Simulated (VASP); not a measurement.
# HfN (Pm-3m) in VASP: a series of runs

HfN is run at these levels: PBE; tasks: single point.

All numbers are computed with VASP 6.6.1; they aren't measurements. Logs are shortened: lines on timing, memory, paths and dates and some standing lists are left out, and cuts for length are marked.

## Step 1: The cell of the first run

The structure is cubic, space group Pm-3m (No. 221). Conventional cell: a = 2.806 Å, b = 2.806 Å, c = 2.806 Å, α = 90.00°, β = 90.00°, γ = 90.00°. Within 3.2 Å of Hf (site symmetry m-3m) lie 8 N at 2.43 Å and 6 Hf at 2.81 Å. N (site symmetry m-3m) has 8 Hf at 2.43 Å and 6 N at 2.81 Å within 3.2 Å.

## Step 2: Single point, PBE

File INCAR:

```
SYSTEM = HfN
PREC = Accurate
ENCUT = 520
EDIFF = 1E-6
ISMEAR = -1
SIGMA = 0.05
LREAL = .False.
LASPH = .True.
NELM = 60
ALGO = Normal
ISIF = 2
LWAVE = .False.
LCHARG = .False.
GGA = PE
NBANDS = 14
```

File KPOINTS:

```
regular mesh
0
Gamma
  9 9 9
  0 0 0
```

File POSCAR:

```
HfN
1.0
    2.8060694958      0.0000000000      0.0000000000
    0.0000000000      2.8060694958      0.0000000000
    0.0000000000      0.0000000000      2.8060694958
Hf N
1 1
Direct
    0.5000000000      0.5000000000      0.5000000000
    0.0000000000      0.0000000000      0.0000000000
```

Potentials or basis: VASP PAW PBE potentials, release 64 (Hf_pv, N).

On the command line:

```console
$ cat potpaw_PBE.64/Hf_pv/POTCAR potpaw_PBE.64/N/POTCAR > POTCAR
$ mpirun -np 1 vasp_std > vasp.out
```

OUTCAR:

```text
SYSTEM = HfN
   PREC = Accurate
   ENCUT = 520
   EDIFF = 1E-6
   ISMEAR = -1
   LREAL = .False.
   LASPH = .True.
   NELM = 60
   ISIF = 2
   GGA = PE

 ion  position               nearest neighbor table
   1  0.500  0.500  0.500-   2 2.43   2 2.43   2 2.43   2 2.43   2 2.43   2 2.43   2 2.43   2 2.43

   2  0.000  0.000  0.000-   1 2.43   1 2.43   1 2.43   1 2.43   1 2.43   1 2.43   1 2.43   1 2.43

  LATTYP: Found a simple cubic cell.
 ALAT       =     2.8060694958

  Lattice vectors:

 A1 = (   2.8060694958,   0.0000000000,   0.0000000000)
 A2 = (   0.0000000000,   2.8060694958,   0.0000000000)
 A3 = (   0.0000000000,   0.0000000000,   2.8060694958)

Analysis of symmetry for initial positions (statically):
=====================================================================
 Subroutine PRICEL returns:
 Original cell was already a primitive cell.

 Routine SETGRP: Setting up the symmetry group for a
 simple cubic supercell.

 Subroutine GETGRP returns: Found 48 space group operations
 (whereof 48 operations were pure point group operations)
 out of a pool of 48 trial point group operations.

The static configuration has the point symmetry O_h .

Analysis of symmetry for dynamics (positions and initial velocities):
=====================================================================
 Subroutine PRICEL returns:
 Original cell was already a primitive cell.

 Routine SETGRP: Setting up the symmetry group for a
 simple cubic supercell.

 Subroutine GETGRP returns: Found 48 space group operations
 (whereof 48 operations were pure point group operations)
 out of a pool of 48 trial point group operations.

The dynamic configuration has the point symmetry O_h .

 Subroutine INISYM returns: Found 48 space group operations
 (whereof 48 operations are pure point group operations),
 and found     1 'primitive' translations

----------------------------------------------------------------------------------------

                                     Primitive cell

  volume of cell :      22.0951

  direct lattice vectors                    reciprocal lattice vectors
     2.806069496  0.000000000  0.000000000     0.356370361  0.000000000  0.000000000
     0.000000000  2.806069496  0.000000000     0.000000000  0.356370361  0.000000000
     0.000000000  0.000000000  2.806069496     0.000000000  0.000000000  0.356370361

  length of vectors
     2.806069496  2.806069496  2.806069496     0.356370361  0.356370361  0.356370361

  position of ions in fractional coordinates (direct lattice)
     0.500000000  0.500000000  0.500000000
     0.000000000  0.000000000  0.000000000

  ion indices of the primitive-cell ions
   primitive index   ion index
                 1           1
                 2           2

----------------------------------------------------------------------------------------

 KPOINTS: regular mesh

Automatic generation of k-mesh.
 Grid dimensions read from file:
 generate k-points for:    9    9    9

 Generating k-lattice:

  Cartesian coordinates                     Fractional coordinates (reciprocal lattice)
     0.039596707  0.000000000  0.000000000     0.111111111  0.000000000  0.000000000
     0.000000000  0.039596707  0.000000000     0.000000000  0.111111111  0.000000000
     0.000000000  0.000000000  0.039596707     0.000000000  0.000000000  0.111111111

  Length of vectors
     0.039596707  0.039596707  0.039596707

  Shift w.r.t. Gamma in fractional coordinates (k-lattice)
     0.000000000  0.000000000  0.000000000

 Subroutine IBZKPT returns following result:
 ===========================================

 Found     35 irreducible k-points:

 Following reciprocal coordinates:
            Coordinates               Weight
  0.000000  0.000000  0.000000      1.000000
  0.111111  0.000000  0.000000      6.000000
  0.222222  0.000000  0.000000      6.000000
  0.333333  0.000000  0.000000      6.000000
  0.444444  0.000000  0.000000      6.000000
  0.111111  0.111111  0.000000     12.000000
[... 16 lines left out ...]
  0.333333  0.333333  0.111111     24.000000
  0.444444  0.333333  0.111111     48.000000
 [... further k-points ...]
   k-points           NKPTS =     35   k-points in BZ     NKDIM =     35   number of bands    NBANDS=     14
   number of dos      NEDOS =    301   number of ions     NIONS =      2
   total plane-waves  NPLWV =  13824
   dimension x,y,z NGX =    24 NGY =   24 NGZ =   24
   dimension x,y,z NGXF=    48 NGYF=   48 NGZF=   48
   ions per type =               1   1
   NGX,Y,Z   is equivalent  to a cutoff of  14.22, 14.22, 14.22 a.u.
   NGXF,Y,Z  is equivalent  to a cutoff of  28.44, 28.44, 28.44 a.u.
 SYSTEM =  HfN
   PREC   = accura    normal or accurate (medium, high low for compatibility)
   ISTART =      0    job   : 0-new  1-cont  2-samecut
   ICHARG =      2    charge: 1-file 2-atom 10-const
   ISPIN  =      1    spin polarized calculation?
   LNONCOLLINEAR =      F non collinear calculations
   LSORBIT =      F    spin-orbit coupling
   LASPH  =      T    aspherical Exc in radial PAW
   ENCUT  =  520.0 eV  38.22 Ry    6.18 a.u.   5.22  5.22  5.22*2*pi/ulx,y,z
   NELM   =     60;   NELMIN=  2; NELMDL= -5     # of ELM steps
   EDIFF  = 0.1E-05   stopping-criterion for ELM
   LREAL  =      F    real-space projection
   EDIFFG = 0.1E-04   stopping-criterion for IOM
   NSW    =      0    number of steps for IOM
   IBRION =     -1    ionic relax: 0-MD 1-quasi-New 2-CG
   NFREE  =      0    steps in history (QN), initial steepest desc. (CG)
   ISIF   =      2    stress and relaxation
   ISYM   =      2    0-nonsym 1-usesym 2-fastsym
   POTIM  = 0.5000    time-step for ionic-motion
   TEBEG  =    0.0;   TEEND  =   0.0 temperature during run
   PSTRESS=    0.0 pullay stress
   NELECT =      15.0000    total number of electrons
   NUPDOWN=      -1.0000    fix difference up-down
   EMIN   =  10.00;   EMAX   =-10.00  energy-range for DOS
   EFERMI =   0.00;   METHOD = LEGACY
   ISMEAR =    -1;   SIGMA  =   0.05  broadening in eV -4-tet -1-fermi 0-gaus
   EFERMI_NEDOS =   21; number of points for ismear=-14 and -15
   IALGO  =     38    algorithm
   IMIX   =      4    mixing-type and parameters
     AMIX     =   0.40;   BMIX     =  1.00
     AMIX_MAG =   1.60;   BMIX_MAG =  1.00
  volume/ion in A,a.u.               =      11.05        74.55
  Fermi-wavevector in a.u.,A,eV,Ry     =   1.438821  2.718978 28.166869  2.070206
  Thomas-Fermi vector in A             =   2.557745
   LORBIT       =      0    0 simple, 1 ext, 2 COOP (PROOUT), +10 PAW based schemes
   GGA     = PE    functional components
   LHFCALC =     F    Hartree Fock is set to
   AEXX    =    0.0000 exact exchange contribution
   IVDW    =     0    specifies the selected vdW correction
   LEPSILON=     F    determine dielectric tensor
   LRPA    =     F    only Hartree local field effects (RPA)
 non-spin polarized calculation
  energy-cutoff  :      520.00
  volume of cell :       22.10
 maximum number of plane-waves:       619
 NGX is ok and might be reduce to    24
   NGX = 11   NGY = 11   NGZ = 11

 number of electron      15.0000003 magnetization

 Free energy of the ion-electron system (eV)
  ---------------------------------------------------
  ext. energy  EPLUGINS =         0.00000000
  ---------------------------------------------------
  free energy    TOTEN  =       -19.76695265 eV

  energy without entropy =      -19.75612882  energy(sigma->0) =      -19.76154074

 E-fermi :   7.6360     XC(G=0): -13.0388

 val. band max:        7.5062717961   @ k =   0.3333   0.3333   0.0000
 cond. band min:       7.6382898114   @ k =   0.1111   0.1111   0.0000
 fundamental gap:      0.1320180153
 Fermi energy:         7.6359953980

 k-point     1 :       0.0000    0.0000    0.0000
  band No.  band energies     occupation
      1     -22.5235      2.00000
      2     -22.5235      2.00000
      3     -22.5235      2.00000
      4      -8.6419      2.00000
      5       5.1218      2.00000
      6       5.1218      2.00000
      7       6.5279      2.00000
      8       6.5279      2.00000
      9       6.5279      2.00000
     10      11.1942      0.00000
     11      14.0908      0.00000
     12      14.0908      0.00000
     13      14.0908      0.00000
     14      20.6911      0.00000

 k-point     2 :       0.1111    0.0000    0.0000
  band No.  band energies     occupation
      1     -22.7066      2.00000
      2     -22.5075      2.00000
      3     -22.5075      2.00000
      4      -8.3967      2.00000
      5       4.4456      2.00000
      6       5.2453      2.00000
      7       6.3274      2.00000
      8       6.3274      2.00000
      9       6.9454      2.00000
     10      11.9828      0.00000
     11      14.1413      0.00000
     12      14.1413      0.00000
     13      14.1594      0.00000
     14      20.6911      0.00000

 k-point     3 :       0.2222    0.0000    0.0000
  band No.  band energies     occupation
      1     -23.1466      2.00000
      2     -22.4666      2.00000
      3     -22.4666      2.00000
      4      -7.7486      2.00000
      5       2.7817      2.00000
      6       5.5802      2.00000
      7       5.8355      2.00000
      8       5.8355      2.00000
      9       8.6294      0.00000
     10      13.4782      0.00000
     11      14.3209      0.00000
     12      14.3209      0.00000
     13      14.3385      0.00000
     14      21.7145      0.00000
[... 324 lines left out ...]
 k-point    23 :       0.3333    0.3333    0.1111
  band No.  band energies     occupation
      1     -23.4364      2.00000
      2     -23.3743      2.00000
      3     -22.4824      2.00000
      4      -6.5441      2.00000
      5       2.2288      2.00000
      6       3.4846      2.00000
      7       5.4270      2.00000
      8       8.0007      0.00136
      9      11.3469      0.00000
     10      11.4504      0.00000
     11      13.4567      0.00000
     12      13.4674      0.00000
     13      17.0134      0.00000
     14      20.6940      0.00000

 k-point    24 :       0.4444    0.3333    0.1111
  band No.  band energies     occupation
      1     -23.6731      2.00000
      2     -23.3510      2.00000
      3     -22.4518      2.00000
      4      -6.4873      2.00000
      5       2.2501      2.00000
      6       3.2839      2.00000
      7       5.8025      2.00000
      8       7.6939      0.47810
      9      10.8726      0.00000
     10      11.3905      0.00000
     11      13.1807      0.00000
     12      14.6041      0.00000
     13      18.5937      0.00000
     14      20.6938      0.00000

 [... further k-points ...]

------------------------ aborting loop because EDIFF is reached ----------------------------------------

  FORCE on cell =-STRESS in cart. coord.  units (eV):
  Direction    XX          YY          ZZ          XY          YZ          ZX
  --------------------------------------------------------------------------------------
  -------------------------------------------------------------------------------------
  Total        0.3168697      0.3168697      0.3168697      0.0000000      0.0000000      0.0000000
  in kB       22.9771408     22.9771408     22.9771408      0.0000000      0.0000000      0.0000000
  external PRESSURE =      22.9771408 kB  Pullay stress =       0.0000000 kB

 VOLUME and BASIS-vectors are now :
 -----------------------------------------------------------------------------
  energy-cutoff  :      520.00
  volume of cell :       22.10
      direct lattice vectors                 reciprocal lattice vectors
     2.806069496  0.000000000  0.000000000     0.356370361  0.000000000  0.000000000
     0.000000000  2.806069496  0.000000000     0.000000000  0.356370361  0.000000000
     0.000000000  0.000000000  2.806069496     0.000000000  0.000000000  0.356370361

 POSITION                                       TOTAL-FORCE (eV/Angst)
 -----------------------------------------------------------------------------------
      1.40303      1.40303      1.40303         0.000000      0.000000      0.000000
      0.00000      0.00000      0.00000         0.000000      0.000000      0.000000
 -----------------------------------------------------------------------------------
    total drift:                                0.000000     -0.000000     -0.000000

  FREE ENERGIE OF THE ION-ELECTRON SYSTEM (eV)
  ---------------------------------------------------
  free  energy   TOTEN  =       -19.7669526504 eV

  energy  without entropy=      -19.7561288250  energy(sigma->0) =      -19.76154074
```

It took 4.6 s on 1 thread of Intel Xeon 6975P-C (Granite Rapids), shared host; peak memory 0.14 GiB.

Results:

```
Free energy : -19.7670 eV
Pressure    : 2.3 GPa
```

Caveat: spin-orbit coupling is left out, which moves the levels of the heavy elements.

## Step 3: Single point, PBE

This run uses another cell than the first one, of 11.27 Å³/atom, 1.020 times its volume.

File INCAR:

```
PREC     = Accurate       # precision mode
ENCUT    = 520            # plane-wave cutoff, eV
EDIFF    = 1E-7           # SCF threshold, eV
ISMEAR   = -1             # smearing method
SIGMA    = 0.05           # smearing width, eV
LREAL    = F              # projectors in reciprocal space
LASPH    = T              # aspherical terms in the spheres
NELM     = 80             # most SCF steps
ALGO     = Normal         # electronic algorithm
ISIF     = 2              # what is computed and relaxed
LWAVE    = F              # write WAVECAR
LCHARG   = F              # write CHGCAR
GGA      = PE             # functional
NBANDS   = 14             # bands
```

File KPOINTS:

```
Automatic mesh
0
Gamma
  9 9 9
```

File POSCAR:

```
HfN
1.0
    2.8250300000      0.0000000000      0.0000000000
    0.0000000000      2.8250300000      0.0000000000
    0.0000000000      0.0000000000      2.8250300000
Hf N
1 1
Direct
    0.5000000000      0.5000000000      0.5000000000
    0.0000000000      0.0000000000      0.0000000000
```

Potentials or basis: VASP PAW PBE potentials, release 64 (Hf_pv, N).

On the command line:

```console
$ cat potpaw_PBE.64/Hf_pv/POTCAR potpaw_PBE.64/N/POTCAR > POTCAR
$ mpirun -np 1 vasp_std > vasp.out
```

Run time: 4.8 s. Hardware: 1 thread of Intel Xeon 6975P-C (Granite Rapids), shared host; peak memory 0.14 GiB.

It converged, with:

```yaml
Free_energy: -19.7668 eV
Pressure: -2.5 GPa
```

Levels at points of the mesh, in eV from the Fermi level:
| k point | band 4 | band 5 | band 6 | band 7 | band 8 | band 9 | band 10 | band 11 | band 12 | band 13 |
| --- | --- | --- | --- | --- | --- | --- | --- | --- | --- | --- |
| (0.00, 0.00, 0.00) | -16.14 | -2.43 | -2.43 | -1.10 | -1.10 | -1.10 | 3.29 | 6.32 | 6.32 | 6.32 |

Caveat: spin-orbit coupling is left out, which moves the levels of the heavy elements.

## Step 4: Single point, PBE

This run uses another cell than the first one, of 11.50 Å³/atom, 1.041 times its volume.

File INCAR:

```
SYSTEM = HfN
PREC = Accurate
ENCUT = 520
EDIFF = 1E-7
ISMEAR = -1
SIGMA = 0.05
LREAL = .FALSE.
LASPH = .TRUE.
NELM = 100
ALGO = Normal
ISIF = 2
LWAVE = .FALSE.
LCHARG = .FALSE.
GGA = PE
NBANDS = 14
```

File KPOINTS:

```
regular mesh
0
G
  9 9 9
  0 0 0
```

File POSCAR:

```
HfN
1.0
    2.8437393532      0.0000000000      0.0000000000
    0.0000000000      2.8437393532      0.0000000000
    0.0000000000      0.0000000000      2.8437393532
Hf N
1 1
Direct
    0.5000000000      0.5000000000      0.5000000000
    0.0000000000      0.0000000000      0.0000000000
```

On the command line:

```console
$ cat potpaw_PBE.64/Hf_pv/POTCAR potpaw_PBE.64/N/POTCAR > POTCAR
$ mpirun -np 1 vasp_std > vasp.out
```

Wall time 5 s (1 thread of Intel Xeon 6975P-C (Granite Rapids), shared host); peak memory 0.13 GiB.

Results (log left out):

* Free energy: -19.7538 eV
* Pressure: -6.8 GPa

Levels at points of the mesh, in eV from the Fermi level:
```
           k point  band 4  band 5  band 6  band 7  band 8  band 9  band 10  band 11  band 12  band 13
(0.00, 0.00, 0.00)  -16.01   -2.36   -2.36   -1.09   -1.09   -1.09     3.04     6.20     6.20     6.20
```

Caveat: spin-orbit coupling is left out, which moves the levels of the heavy elements.

## Step 5: Single point, PBE

This run uses another cell than the first one, of 11.72 Å³/atom, 1.061 times its volume.

INCAR is that of step 4.

KPOINTS is that of step 4.

File POSCAR:

```
HfN
1.0
    2.8622057106      0.0000000000      0.0000000000
    0.0000000000      2.8622057106      0.0000000000
    0.0000000000      0.0000000000      2.8622057106
Hf N
1 1
Direct
    0.5000000000      0.5000000000      0.5000000000
    0.0000000000      0.0000000000      0.0000000000
```

On the command line:

```console
$ cat potpaw_PBE.64/Hf_pv/POTCAR potpaw_PBE.64/N/POTCAR > POTCAR
$ mpirun -np 1 vasp_std > vasp.out
```

Run time: 4.8 s. Hardware: 1 thread of Intel Xeon 6975P-C (Granite Rapids), shared host; peak memory 0.14 GiB.

It converged, with:

```
Free energy : -19.7294 eV
Pressure    : -10.7 GPa
```

Levels at points of the mesh, in eV from the Fermi level:
| k point | band 6 | band 7 | band 8 | band 9 | band 10 | band 11 |
| --- | --- | --- | --- | --- | --- | --- |
| (0.00, 0.00, 0.00) | -2.29 | -1.07 | -1.07 | -1.07 | 2.81 | 6.07 |

Caveat: spin-orbit coupling is left out, which moves the levels of the heavy elements.

## Step 6: Single point, PBE

This run uses another cell than the first one, of 11.50 Å³/atom, 1.041 times its volume.

File INCAR:

```
  ALGO = Normal
  EDIFF = 1E-6
  ENCUT = 520
  GGA = PE
  ISIF = 2
  ISMEAR = -1
  LASPH = T
  LCHARG = T
  LELF = T
  LREAL = F
  LVHAR = T
  LWAVE = F
  NBANDS = 14
  NELM = 100
  PREC = Accurate
  SIGMA = 0.05
```

File KPOINTS:

```
k-points
0
Gamma
  9 9 9
```

File POSCAR:

```
HfN
1.0
    2.8437393532      0.0000000000      0.0000000000
    0.0000000000      2.8437393532      0.0000000000
    0.0000000000      0.0000000000      2.8437393532
Hf N
1 1
Direct
    0.5000000000      0.5000000000      0.5000000000
    0.0000000000      0.0000000000      0.0000000000
```

Potentials or basis: VASP PAW PBE potentials, release 64 (Hf_pv, N).

On the command line:

```console
$ cat potpaw_PBE.64/Hf_pv/POTCAR potpaw_PBE.64/N/POTCAR > POTCAR
$ mpirun -np 1 vasp_std > vasp.out
```

It took 4.6 s on 1 thread of Intel Xeon 6975P-C (Granite Rapids), shared host; peak memory 0.14 GiB.

It converged, with:

| Property | Result |
| --- | --- |
| Free energy | -19.7538 eV |
| Pressure | -6.8 GPa |

Levels at points of the mesh, in eV from the Fermi level:
| k point | band 4 | band 5 | band 6 | band 7 | band 8 | band 9 | band 10 | band 11 | band 12 | band 13 |
| --- | --- | --- | --- | --- | --- | --- | --- | --- | --- | --- |
| (0.00, 0.00, 0.00) | -16.00 | -2.36 | -2.36 | -1.08 | -1.08 | -1.08 | 3.04 | 6.20 | 6.20 | 6.20 |

Caveat: spin-orbit coupling is left out, which moves the levels of the heavy elements.

## Step 7: The runs side by side

| cell | gap on the mesh (eV) | pressure (GPa) |
| --- | --- | --- |
| a = 2.806 Å, 2 atoms | none | 2.3 |
| a = 2.825 Å, 2 atoms | none | -2.5 |
| a = 2.844 Å, 2 atoms | none | -6.8 |
| a = 2.862 Å, 2 atoms | none | -10.7 |

Alike in all rows: task single point; level PBE; potentials or basis VASP PAW PBE potentials, release 64 (Hf_pv, N); no spin polarisation; k mesh 9 × 9 × 9; cutoff (eV) 520; smearing fermi-dirac 0.05 eV.

Caveats: spin-orbit coupling is left out, which moves the levels of the heavy elements.

Absolute energies hang on the potentials; compare differences alone.
